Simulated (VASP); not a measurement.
# SiC (P6_3mc) in VASP: a series of runs, part 2 of 2

VASP 6.6.1. The steps go on from the part before.

## Step 4: Single point, LDA (c/a of the conventional cell at fixed volume 1.5538)

The input, INCAR:

```
SYSTEM = SiC
  PREC = Accurate
  ENCUT = 520
  EDIFF = 1E-6
  ISMEAR = 0
  SIGMA = 0.05
  LREAL = .False.
  LASPH = .True.
  NELM = 100
  ALGO = Normal
  ISIF = 2
  LWAVE = .False.
  LCHARG = .True.
  GGA = CA
  LELF = .True.
  LVHAR = .True.
  NBANDS = 16
```

The input, KPOINTS:

```
Automatic mesh
0
Gamma
  12 12 6
  0 0 0
```

The input, POSCAR:

```
SiC
1.0
    3.1125233865      0.0000000000      0.0000000000
   -1.5562616933      2.6955243226      0.0000000000
    0.0000000000      0.0000000000      4.8362388379
Si C
2 2
Direct
    0.3333333333      0.6666666667      0.0046041256
    0.6666666667      0.3333333333      0.5046041256
    0.3333333333      0.6666666667      0.4252507829
    0.6666666667      0.3333333333      0.9252507829
```

Potentials or basis: VASP PAW LDA potentials, release 64 (Si, C).

Run with:

```bash
cat potpaw_LDA.64/Si/POTCAR potpaw_LDA.64/C/POTCAR > POTCAR
mpirun -np 1 vasp_std > vasp.out
```

OUTCAR:

```text
SYSTEM = SiC
   PREC = Accurate
   ENCUT = 520
   EDIFF = 1E-6
   ISMEAR = 0
   LREAL = .False.
   LASPH = .True.
   NELM = 100
   ISIF = 2
   GGA = CA

 ion  position               nearest neighbor table
   1  0.333  0.667  0.005-   4 1.84   4 1.84   4 1.84   3 2.03   2 3.01   2 3.01   2 3.01   2 3.01
                             2 3.01   2 3.01
   2  0.667  0.333  0.505-   3 1.84   3 1.84   3 1.84   4 2.03   1 3.01   1 3.01   1 3.01   1 3.01
                             1 3.01   1 3.01
   3  0.333  0.667  0.425-   2 1.84   2 1.84   2 1.84   1 2.03
   4  0.667  0.333  0.925-   1 1.84   1 1.84   1 1.84   2 2.03

[... 661 lines left out ...]
  -------------------------------------------------------------------------------------
  Total       -0.4330216     -0.4330216      0.9372309      0.0000000      0.0000000      0.0000000
  in kB      -17.0984419    -17.0984419     37.0078259      0.0000000      0.0000000      0.0000000
  external PRESSURE =       0.9369807 kB  Pullay stress =       0.0000000 kB

 VOLUME and BASIS-vectors are now :
 -----------------------------------------------------------------------------
  energy-cutoff  :      520.00
  volume of cell :       40.58
      direct lattice vectors                 reciprocal lattice vectors
     3.112523386  0.000000000  0.000000000     0.321282727  0.185492669  0.000000000
    -1.556261693  2.695524323  0.000000000     0.000000000  0.370985337  0.000000000
     0.000000000  0.000000000  4.836238838     0.000000000  0.000000000  0.206772253

 POSITION                                       TOTAL-FORCE (eV/Angst)
 -----------------------------------------------------------------------------------
     -0.00000      1.79702      0.02227        -0.000000      0.000000      2.132618
      1.55626      0.89851      2.44039         0.000000     -0.000000      2.132618
     -0.00000      1.79702      2.05661         0.000000     -0.000000     -2.132618
      1.55626      0.89851      4.47473        -0.000000      0.000000     -2.132618
 -----------------------------------------------------------------------------------
    total drift:                               -0.000000      0.000000     -0.000061

  FREE ENERGIE OF THE ION-ELECTRON SYSTEM (eV)
  ---------------------------------------------------
  free  energy   TOTEN  =       -32.6791777151 eV

  energy  without entropy=      -32.6791777151  energy(sigma->0) =      -32.67917772
```

OSZICAR:

```text
N       E                     dE             d eps       ncg     rms          rms(c)
DAV:   1     0.217611036323E+02    0.21761E+02   -0.71593E+03  2432   0.898E+02
DAV:   2    -0.344711276028E+02   -0.56232E+02   -0.51570E+02  3512   0.158E+02
DAV:   3    -0.369540956388E+02   -0.24830E+01   -0.24731E+01  3104   0.303E+01
DAV:   4    -0.369731541956E+02   -0.19059E-01   -0.19056E-01  3072   0.331E+00
DAV:   5    -0.369733526324E+02   -0.19844E-03   -0.19843E-03  3144   0.314E-01    0.132E+01
DAV:   6    -0.328345338485E+02    0.41388E+01   -0.72249E+00  3160   0.167E+01    0.601E+00
DAV:   7    -0.327251381262E+02    0.10940E+00   -0.12533E+00  3488   0.655E+00    0.248E+00
DAV:   8    -0.326849525046E+02    0.40186E-01   -0.66023E-02  2808   0.155E+00    0.706E-01
DAV:   9    -0.326790985881E+02    0.58539E-02   -0.82642E-03  3208   0.627E-01    0.115E-01
DAV:  10    -0.326791719336E+02   -0.73345E-04   -0.63377E-04  2896   0.156E-01    0.655E-02
DAV:  11    -0.326791785579E+02   -0.66243E-05   -0.21372E-05  3128   0.343E-02    0.164E-02
DAV:  12    -0.326791777151E+02    0.84279E-06   -0.53702E-06  3096   0.143E-02
   1 F= -.32679178E+02 E0= -.32679178E+02  d E =-.436158E-13
```

Run time: 24 s. Hardware: 1 thread of Intel Xeon Platinum 8259CL at 2.50GHz (Skylake/Cascade Lake), shared host; peak memory 0.16 GiB.

Results:

```yaml
Free_energy: -32.6792 eV
Pressure: 0.1 GPa
Largest_force: 2.133 eV/Å
Band_gap_on_the_k_mesh: 0.82 eV, indirect (least direct gap 2.64 eV)
```

Forces in eV/Å, atoms in the order of the input:
```
Si   0.000  0.000  2.133
Si   0.000  0.000  2.133
C    0.000  0.000 -2.133
C    0.000  0.000 -2.133
```

Levels at points of the mesh, in eV from the valence-band top:
| k point | band 4 | band 5 | band 6 | band 7 | band 8 | band 9 | band 10 | band 11 | band 12 | band 13 |
| --- | --- | --- | --- | --- | --- | --- | --- | --- | --- | --- |
| (0.00, 0.00, 0.00) | -3.29 | -3.29 | -1.82 | -1.82 | 0.00 | 2.64 | 4.86 | 4.86 | 5.46 | 6.83 |
| (0.50, 0.00, 0.00) | -7.67 | -6.29 | -5.21 | -4.01 | -2.92 | 0.82 | 3.67 | 5.67 | 6.51 | 8.93 |
| (0.00, 0.00, 0.50) | -4.74 | -2.61 | -2.61 | -2.61 | -2.61 | 3.94 | 3.94 | 5.52 | 5.52 | 5.52 |
| (0.50, 0.00, 0.50) | -9.83 | -4.26 | -4.26 | -2.76 | -2.76 | 2.11 | 2.11 | 3.63 | 3.63 | 9.87 |

Caveat: forces of over 1 eV/Å act on the atoms, so gaps and moduli don't describe the material at rest.

## Step 5: Single point, LDA (c/a of the conventional cell at fixed volume 1.6851)

The input, INCAR:

```
  ALGO = Normal
  EDIFF = 1E-6
  ENCUT = 520
  ISIF = 2
  ISMEAR = 0
  LASPH = True
  LCHARG = True
  LELF = True
  LREAL = False
  LVHAR = True
  LWAVE = False
  NBANDS = 16
  NELM = 100
  PREC = Accurate
  SIGMA = 0.05
```

The input, KPOINTS:

```
k-points
0
Gamma
  12 12 6
```

The input, POSCAR:

```
SiC
1.0
    3.0294870667      0.0000000000      0.0000000000
   -1.5147435334      2.6236127602      0.0000000000
    0.0000000000      0.0000000000      5.1049886560
Si C
2 2
Direct
    0.3333333333      0.6666666667      0.0046041256
    0.6666666667      0.3333333333      0.5046041256
    0.3333333333      0.6666666667      0.4102991467
    0.6666666667      0.3333333333      0.9102991467
```

Run with:

```bash
cat potpaw_LDA.64/Si/POTCAR potpaw_LDA.64/C/POTCAR > POTCAR
mpirun -np 1 vasp_std > vasp.out
```

Run time: 26 s. Hardware: 1 thread of Intel Xeon Platinum 8259CL at 2.50GHz (Skylake/Cascade Lake), shared host; peak memory 0.16 GiB.

Results (log left out):

| Quantity | Value |
| --- | --- |
| Free energy | -32.8630 eV |
| Pressure | 4.6 GPa |
| Largest force | 1.992 eV/Å |
| Band gap on the k mesh | 2.15 eV, indirect (least direct gap 4.44 eV) |

Forces on the atoms (eV/Å):
```
Si   0.000  0.000  1.992
Si   0.000  0.000  1.992
C    0.000  0.000 -1.992
C    0.000  0.000 -1.992
```

Stress tensor (GPa, compression positive):
```
 12.87   0.00   0.00
  0.00  12.87   0.00
  0.00   0.00 -11.98
```

Levels at points of the mesh, in eV from the valence-band top:
```tsv
k point	band 6	band 7	band 8	band 9	band 10	band 11
(0.00, 0.00, 0.00)	-0.94	-0.94	0.00	4.77	5.13	6.33
(0.50, 0.00, 0.00)	-4.01	-3.30	-2.24	2.28	3.84	6.30
(0.00, 0.00, 0.50)	-1.51	-1.51	-1.51	5.71	5.71	6.92
(0.50, 0.00, 0.50)	-3.25	-2.52	-2.52	2.71	2.71	4.26
```

Caveat: forces of over 1 eV/Å act on the atoms, so gaps and moduli don't describe the material at rest. A k mesh can miss the band edges.

## Step 6: The runs side by side

```tsv
cell	gap on the mesh (eV)	pressure (GPa)	largest force (eV/Å)
a = 3.004, b = 3.004, c = 5.193 Å, angles 90.0, 90.0, 120.0°, 4 atoms	2.30	3.8	1.40
a = 3.029, b = 3.029, c = 5.105 Å, angles 90.0, 90.0, 120.0°, 4 atoms	2.15	4.6	1.99
a = 3.113, b = 3.113, c = 4.836 Å, angles 90.0, 90.0, 120.0°, 4 atoms	0.82	0.1	2.13
```

Some of these runs hold the atoms at other places in the same cell, which the table doesn't show; runs alike in all that it shows share one row.

Alike in all rows: task single point; level LDA; potentials or basis VASP PAW LDA potentials, release 64 (Si, C); no spin polarisation; k mesh 12 × 12 × 6; cutoff (eV) 520; smearing gaussian 0.05 eV.

Caveats: forces of over 1 eV/Å act on the atoms, so gaps and moduli don't describe the material at rest.

Absolute energies hang on the potentials; compare differences alone.
